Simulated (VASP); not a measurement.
# Eu (Im-3m) in VASP: further runs

The runs below take Eu through single point, with r2SCAN.

Everything below comes from runs of VASP 6.6.1. Logs are shortened: lines on timing, memory, paths and dates and some standing lists are left out, and cuts for length are marked.

### Step 1. The cell of the first run

Symmetry: Im-3m, No. 229, cubic system. Conventional cell: a = 4.333 Å, b = 4.333 Å, c = 4.333 Å, α = 90.00°, β = 90.00°, γ = 90.00°. Within 4.9 Å of Eu (site symmetry m-3m) lie 14 Eu at 3.75 to 4.33 Å.

### Step 2. Single point, r2SCAN, collinear spin, ferromagnetic start (40.67 Å³/atom)

POSCAR

```
Eu
1.0
   -2.1664164394      2.1664164394      2.1664164394
    2.1664164394     -2.1664164394      2.1664164394
    2.1664164394      2.1664164394     -2.1664164394
Eu
1
Direct
    0.0000000000      0.0000000000      0.0000000000
```

INCAR.step1

```
SYSTEM = Eu
PREC = Accurate
ENCUT = 520
ISMEAR = -1
SIGMA = 0.05
LREAL = .False.
LASPH = .True.
NELM = 150
ISPIN = 2
MAGMOM = 7.31
LMAXMIX = 6
NBANDS = 18
GGA = PE
ALGO = Normal
EDIFF = 1E-4
LWAVE = .True.
LCHARG = .False.
```

INCAR.step2

```
SYSTEM = Eu
PREC = Accurate
ENCUT = 520
EDIFF = 1E-6
ISMEAR = -1
SIGMA = 0.05
LREAL = .False.
LASPH = .True.
NELM = 150
ALGO = Normal
ISIF = 2
LWAVE = .False.
LCHARG = .False.
ISPIN = 2
MAGMOM = 7.31
LORBIT = 11
LMAXMIX = 6
METAGGA = R2SCAN
LMIXTAU = .True.
NBANDS = 18
ISTART = 1
```

KPOINTS

```
Automatic mesh
0
Gamma
  13 13 13
  0 0 0
```

Potentials or basis: VASP PAW PBE potentials, release 64 (Eu).

Launch:

```console
$ cat potpaw_PBE.64/Eu/POTCAR > POTCAR
$ cp INCAR.step1 INCAR
$ mpirun -np 1 vasp_std > vasp.out
$ cp INCAR.step2 INCAR
$ mpirun -np 1 vasp_std > vasp.out
```

OUTCAR:

```text
SYSTEM = Eu
   PREC = Accurate
   ENCUT = 520
   EDIFF = 1E-6
   ISMEAR = -1
   LREAL = .False.
   LASPH = .True.
   NELM = 150
   ISIF = 2
   ISPIN = 2
   LORBIT = 11
   METAGGA = R2SCAN
   ISTART = 1

 ion  position               nearest neighbor table
   1  0.000  0.000  0.000-

  LATTYP: Found a body centered cubic cell.
 ALAT       =     4.3328328788

  Lattice vectors:

 A1 = (  -2.1664164394,   2.1664164394,   2.1664164394)
 A2 = (   2.1664164394,  -2.1664164394,   2.1664164394)
 A3 = (   2.1664164394,   2.1664164394,  -2.1664164394)

Analysis of symmetry for initial positions (statically):
=====================================================================
 Subroutine PRICEL returns:
 Original cell was already a primitive cell.

 Routine SETGRP: Setting up the symmetry group for a
 body centered cubic supercell.

 Subroutine GETGRP returns: Found 48 space group operations
 (whereof 48 operations were pure point group operations)
 out of a pool of 48 trial point group operations.

The static configuration has the point symmetry O_h .

Analysis of symmetry for dynamics (positions and initial velocities):
=====================================================================
 Subroutine PRICEL returns:
 Original cell was already a primitive cell.

 Routine SETGRP: Setting up the symmetry group for a
 body centered cubic supercell.

 Subroutine GETGRP returns: Found 48 space group operations
 (whereof 48 operations were pure point group operations)
 out of a pool of 48 trial point group operations.

The dynamic configuration has the point symmetry O_h .

Analysis of structural, dynamic, and magnetic symmetry:
=====================================================================
 Subroutine PRICEL returns:
 Original cell was already a primitive cell.

 Routine SETGRP: Setting up the symmetry group for a
 body centered cubic supercell.

 Subroutine GETGRP returns: Found 48 space group operations
 (whereof 48 operations were pure point group operations)
 out of a pool of 48 trial point group operations.

The overall configuration has the point symmetry O_h .

 Subroutine INISYM returns: Found 48 space group operations
 (whereof 48 operations are pure point group operations),
 and found     1 'primitive' translations

----------------------------------------------------------------------------------------

                                     Primitive cell

  volume of cell :      40.6711

  direct lattice vectors                    reciprocal lattice vectors
    -2.166416439  2.166416439  2.166416439     0.000000000  0.230795885  0.230795885
     2.166416439 -2.166416439  2.166416439     0.230795885  0.000000000  0.230795885
     2.166416439  2.166416439 -2.166416439     0.230795885  0.230795885  0.000000000

  length of vectors
     3.752343343  3.752343343  3.752343343     0.326394671  0.326394671  0.326394671

  position of ions in fractional coordinates (direct lattice)
     0.000000000  0.000000000  0.000000000

  ion indices of the primitive-cell ions
   primitive index   ion index
                 1           1

----------------------------------------------------------------------------------------

 KPOINTS: Automatic mesh

Automatic generation of k-mesh.
 Grid dimensions read from file:
 generate k-points for:   13   13   13

 Generating k-lattice:

  Cartesian coordinates                     Fractional coordinates (reciprocal lattice)
     0.000000000  0.017753530  0.017753530     0.076923077  0.000000000  0.000000000
     0.017753530  0.000000000  0.017753530     0.000000000  0.076923077  0.000000000
     0.017753530  0.017753530  0.000000000     0.000000000  0.000000000  0.076923077

  Length of vectors
     0.025107282  0.025107282  0.025107282

  Shift w.r.t. Gamma in fractional coordinates (k-lattice)
     0.000000000  0.000000000  0.000000000

 Subroutine IBZKPT returns following result:
 ===========================================

 Found     84 irreducible k-points:

 Following reciprocal coordinates:
            Coordinates               Weight
  0.000000  0.000000  0.000000      1.000000
  0.076923  0.000000  0.000000     12.000000
  0.153846  0.000000  0.000000     12.000000
  0.230769  0.000000  0.000000     12.000000
  0.307692  0.000000  0.000000     12.000000
  0.384615  0.000000  0.000000     12.000000
[... 16 lines left out ...]
  0.153846  0.076923  0.076923     24.000000
  0.230769  0.076923  0.076923     24.000000
 [... further k-points ...]
   k-points           NKPTS =     84   k-points in BZ     NKDIM =     84   number of bands    NBANDS=     18
   number of dos      NEDOS =    301   number of ions     NIONS =      1
   total plane-waves  NPLWV =  21952
   dimension x,y,z NGX =    28 NGY =   28 NGZ =   28
   dimension x,y,z NGXF=    56 NGYF=   56 NGZF=   56
   ions per type =               1
   NGX,Y,Z   is equivalent  to a cutoff of  12.41, 12.41, 12.41 a.u.
   NGXF,Y,Z  is equivalent  to a cutoff of  24.81, 24.81, 24.81 a.u.
 SYSTEM =  Eu
   PREC   = accura    normal or accurate (medium, high low for compatibility)
   ISTART =      1    job   : 0-new  1-cont  2-samecut
   ICHARG =      0    charge: 1-file 2-atom 10-const
   ISPIN  =      2    spin polarized calculation?
   LNONCOLLINEAR =      F non collinear calculations
   LSORBIT =      F    spin-orbit coupling
   LASPH  =      T    aspherical Exc in radial PAW
   ENCUT  =  520.0 eV  38.22 Ry    6.18 a.u.   6.98  6.98  6.98*2*pi/ulx,y,z
   NELM   =    150;   NELMIN=  2; NELMDL=  0     # of ELM steps
   EDIFF  = 0.1E-05   stopping-criterion for ELM
   LREAL  =      F    real-space projection
   EDIFFG = 0.1E-04   stopping-criterion for IOM
   NSW    =      0    number of steps for IOM
   IBRION =     -1    ionic relax: 0-MD 1-quasi-New 2-CG
   NFREE  =      0    steps in history (QN), initial steepest desc. (CG)
   ISIF   =      2    stress and relaxation
   ISYM   =      2    0-nonsym 1-usesym 2-fastsym
   POTIM  = 0.5000    time-step for ionic-motion
   TEBEG  =    0.0;   TEEND  =   0.0 temperature during run
   PSTRESS=    0.0 pullay stress
   NELECT =      17.0000    total number of electrons
   NUPDOWN=      -1.0000    fix difference up-down
   EMIN   =  10.00;   EMAX   =-10.00  energy-range for DOS
   EFERMI =   0.00;   METHOD = LEGACY
   ISMEAR =    -1;   SIGMA  =   0.05  broadening in eV -4-tet -1-fermi 0-gaus
   EFERMI_NEDOS =   21; number of points for ismear=-14 and -15
   IALGO  =     38    algorithm
   IMIX   =      4    mixing-type and parameters
     AMIX     =   0.40;   BMIX     =  1.00
     AMIX_MAG =   1.60;   BMIX_MAG =  1.00
  volume/ion in A,a.u.               =      40.67       274.46
  Fermi-wavevector in a.u.,A,eV,Ry     =   1.224041  2.313102 20.385278  1.498276
  Thomas-Fermi vector in A             =   2.359130
   LORBIT       =     11    0 simple, 1 ext, 2 COOP (PROOUT), +10 PAW based schemes
   METAGGA = R2SCAN    functional components
   LHFCALC =     F    Hartree Fock is set to
   AEXX    =    0.0000 exact exchange contribution
   IVDW    =     0    specifies the selected vdW correction
   LEPSILON=     F    determine dielectric tensor
   LRPA    =     F    only Hartree local field effects (RPA)
 spin polarized calculation
  energy-cutoff  :      520.00
  volume of cell :       40.67
 maximum number of plane-waves:      1118
   NGX = 13   NGY = 13   NGZ = 13

 number of electron      17.0000001 magnetization       7.8404121

 Free energy of the ion-electron system (eV)
  ---------------------------------------------------
  ext. energy  EPLUGINS =         0.00000000
  ---------------------------------------------------
  free energy    TOTEN  =       -39.66200350 eV

  energy without entropy =      -39.64822774  energy(sigma->0) =      -39.65511562

 E-fermi :   2.3067     XC(G=0):  -9.4085

 val. band max:        2.3002857822   @ k =  -0.3077   0.3077   0.3077
 cond. band min:       2.3124923421   @ k =   0.2308   0.1538   0.1538
 fundamental gap:      0.0122065599
 Fermi energy:         2.3066712163

 spin component 1

 k-point     1 :       0.0000    0.0000    0.0000
  band No.  band energies     occupation
      1     -40.8551      1.00000
      2     -18.7837      1.00000
      3     -18.7837      1.00000
      4     -18.7837      1.00000
      5      -2.7827      1.00000
      6       1.6271      1.00000
[... 10 lines left out ...]
     17       5.9392      0.00000
     18      12.0345      0.00000

 k-point     2 :       0.0769    0.0000    0.0000
  band No.  band energies     occupation
      1     -40.8526      1.00000
      2     -18.8151      1.00000
      3     -18.7930      1.00000
      4     -18.7840      1.00000
      5      -2.6332      1.00000
      6       1.6243      1.00000
[... 10 lines left out ...]
     17       5.9450      0.00000
     18      12.1810      0.00000
[... 442 lines left out ...]
 k-point    24 :       0.2308    0.0769    0.0769
  band No.  band energies     occupation
      1     -40.8237      1.00000
      2     -19.1500      1.00000
      3     -18.8927      1.00000
      4     -18.8125      1.00000
      5      -0.5676      1.00000
      6       1.5930      1.00000
[... 10 lines left out ...]
     17       6.9970      0.00000
     18      11.6529      0.00000

 [... further k-points ...]

 spin component 2

 k-point     1 :       0.0000    0.0000    0.0000
  band No.  band energies     occupation
      1     -37.0780      1.00000
      2     -16.0273      1.00000
      3     -16.0273      1.00000
      4     -16.0273      1.00000
      5      -0.8623      1.00000
      6       5.5965      0.00000
[... 10 lines left out ...]
     17       8.4290      0.00000
     18      13.9620      0.00000

 k-point     2 :       0.0769    0.0000    0.0000
  band No.  band energies     occupation
      1     -37.0747      1.00000
      2     -16.0660      1.00000
      3     -16.0391      1.00000
      4     -16.0275      1.00000
      5      -0.7094      1.00000
      6       5.4495      0.00000
[... 10 lines left out ...]
     17       8.4372      0.00000
     18      14.0867      0.00000
[... 442 lines left out ...]
 k-point    24 :       0.2308    0.0769    0.0769
  band No.  band energies     occupation
      1     -37.0369      1.00000
      2     -16.4753      1.00000
      3     -16.1630      1.00000
      4     -16.0612      1.00000
      5       1.3140      1.00000
      6       4.1182      0.00000
[... 10 lines left out ...]
     17       9.0761      0.00000
     18      13.6096      0.00000

 [... further k-points ...]
[... 5 lines left out ...]
  --------------------------------------------------------------------------------------
  -------------------------------------------------------------------------------------
  Total        0.2140888      0.2140888      0.2140888     -0.0000000      0.0000000     -0.0000000
  in kB        8.4337109      8.4337109      8.4337109     -0.0000000      0.0000000     -0.0000000
  external PRESSURE =       8.4337109 kB  Pullay stress =       0.0000000 kB

 VOLUME and BASIS-vectors are now :
 -----------------------------------------------------------------------------
  energy-cutoff  :      520.00
  volume of cell :       40.67
      direct lattice vectors                 reciprocal lattice vectors
    -2.166416439  2.166416439  2.166416439     0.000000000  0.230795885  0.230795885
     2.166416439 -2.166416439  2.166416439     0.230795885  0.000000000  0.230795885
     2.166416439  2.166416439 -2.166416439     0.230795885  0.230795885  0.000000000

 POSITION                                       TOTAL-FORCE (eV/Angst)
 -----------------------------------------------------------------------------------
      0.00000      0.00000      0.00000        -0.000000      0.000000     -0.000000
 -----------------------------------------------------------------------------------
    total drift:                                0.000000     -0.000000      0.000000

  FREE ENERGIE OF THE ION-ELECTRON SYSTEM (eV)
  ---------------------------------------------------
  free  energy   TOTEN  =       -39.6620034976 eV

  energy  without entropy=      -39.6482277375  energy(sigma->0) =      -39.65511562

 total charge

# of ion       s       p       d       f       tot
--------------------------------------------------
    1        2.084   5.759   0.309   6.657  14.809

 magnetization (x)

# of ion       s       p       d       f       tot
--------------------------------------------------
    1       -0.008  -0.140   0.224   6.656   6.732
```

Wall time 7.9 min (1 thread of Intel Xeon 8259CL, shared host); peak memory 0.27 GiB.

What came out:

| Quantity | Value |
| --- | --- |
| Free energy | -39.6620 eV |
| Pressure | 0.8 GPa |
| Net moment | 7.84 μB per cell |
| Site moments | Eu +6.73 μB |
| Valence electrons inside the program's atomic spheres | Eu 14.81 |

Caveat: the PAW data sets were made with another functional, which shifts forces and pressure a little; spin-orbit coupling is left out, which moves the levels of the heavy elements; semilocal functionals describe open f shells poorly, which spoils levels, moments and volumes.

### Step 3. Single point, r2SCAN, collinear spin, ferromagnetic start (42.44 Å³/atom)

This run uses another cell than the first one, of 42.44 Å³/atom.

POSCAR

```
Eu
1.0
   -2.1973694276      2.1973694276      2.1973694276
    2.1973694276     -2.1973694276      2.1973694276
    2.1973694276      2.1973694276     -2.1973694276
Eu
1
Direct
    0.0000000000      0.0000000000      0.0000000000
```

INCAR.step1

```
SYSTEM = Eu
  PREC = Accurate
  ENCUT = 520
  ISMEAR = -1
  SIGMA = 0.05
  LREAL = .False.
  LASPH = .True.
  NELM = 150
  ISPIN = 2
  MAGMOM = 7.31
  LMAXMIX = 6
  NBANDS = 18
  GGA = PE
  ALGO = Normal
  EDIFF = 1E-4
  LWAVE = .True.
  LCHARG = .False.
```

INCAR.step2

```
SYSTEM = Eu
  PREC = Accurate
  ENCUT = 520
  EDIFF = 1E-7
  ISMEAR = -1
  SIGMA = 0.05
  LREAL = .False.
  LASPH = .True.
  NELM = 150
  ALGO = Normal
  ISIF = 2
  LWAVE = .False.
  LCHARG = .False.
  ISPIN = 2
  MAGMOM = 7.31
  LORBIT = 11
  LMAXMIX = 6
  METAGGA = R2SCAN
  LMIXTAU = .True.
  NBANDS = 18
  ISTART = 1
```

KPOINTS

```
regular mesh
0
Gamma
  13 13 13
  0 0 0
```

Potentials or basis: VASP PAW PBE potentials, release 64 (Eu).

Launch:

```console
$ cat potpaw_PBE.64/Eu/POTCAR > POTCAR
$ cp INCAR.step1 INCAR
$ mpirun -np 1 vasp_std > vasp.out
$ cp INCAR.step2 INCAR
$ mpirun -np 1 vasp_std > vasp.out
```

Wall time 8.4 min (1 thread of Intel Xeon 8259CL, shared host); peak memory 0.28 GiB.

It converged, with:

| Item | Value |
| --- | --- |
| Free energy | -39.6690 eV |
| Pressure | 0.2 GPa |
| Net moment | 7.84 μB per cell |
| Site moments | Eu +6.73 μB |
| Valence electrons inside the program's atomic spheres | Eu 14.80 |

Levels at points of the mesh, in eV from the Fermi level:
Spin up:
```
           k point  band 9  band 10  band 11  band 12  band 13  band 14  band 15  band 16
(0.00, 0.00, 0.00)   -0.55    -0.55    -0.55    -0.52     1.97     1.97     1.97     3.55
```
Spin down:
```
           k point  band 1  band 2  band 3  band 4  band 5  band 6  band 7  band 8  band 9  band 10
(0.00, 0.00, 0.00)  -39.40  -18.39  -18.39  -18.39   -3.14    3.26    3.26    3.26    5.23     5.23
```

Caveat: the PAW data sets were made with another functional, which shifts forces and pressure a little; spin-orbit coupling is left out, which moves the levels of the heavy elements; semilocal functionals describe open f shells poorly, which spoils levels, moments and volumes. The state reached can hang on the start; a lower one may exist.
